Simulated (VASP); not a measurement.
Input of a VASP 6.6.1 run:

File POSCAR:

```
Sb
1.0
    6.0677348465      0.0000000000      0.0000000000
    0.0000000000      6.0677348465      0.0000000000
    0.0000000000      0.0000000000      6.0677348465
Sb
8
Direct
    0.5000000000      0.5000000000      0.5000000000
    0.0000000000      0.0000000000      0.0000000000
    0.2500000000      0.0000000000      0.5000000000
    0.5000000000      0.2500000000      0.0000000000
    0.5000000000      0.7500000000      0.0000000000
    0.7500000000      0.0000000000      0.5000000000
    0.0000000000      0.5000000000      0.7500000000
    0.0000000000      0.5000000000      0.2500000000
```

Contents of INCAR.step1:

```
ALGO = Normal ; EDIFF = 1E-4
ENCUT = 520 ; GGA = PE
ISMEAR = 0 ; LASPH = True
LCHARG = False ; LREAL = False
LWAVE = True ; NBANDS = 30
NELM = 60 ; PREC = Accurate
SIGMA = 0.1
```

File INCAR.step2:

```
ALGO = Normal ; EDIFF = 1E-6
ENCUT = 520 ; ISIF = 2
ISMEAR = 0 ; ISTART = 1
LASPH = True ; LCHARG = False
LMIXTAU = True ; LREAL = False
LWAVE = False ; METAGGA = R2SCAN
NBANDS = 30 ; NELM = 60
PREC = Accurate ; SIGMA = 0.1
```

KPOINTS

```
k-points
0
Gamma
  4 4 4
```

Potentials or basis: VASP PAW PBE potentials, release 64 (Sb).

Command:

```sh
$ cat potpaw_PBE.64/Sb/POTCAR > POTCAR
$ cp INCAR.step1 INCAR
$ mpirun -np 1 vasp_std > vasp.out
$ cp INCAR.step2 INCAR
$ mpirun -np 1 vasp_std > vasp.out
```

What does it give for the pressure?

-0.4 GPa.

Predict the band gap on the k mesh.

zero (band 20 reaches 8.07 eV, above the bottom of band 21 at 7.91 eV).

Caveat: the PAW data sets were made with another functional, which shifts forces and pressure a little; spin-orbit coupling is left out, which moves the levels of the heavy elements.
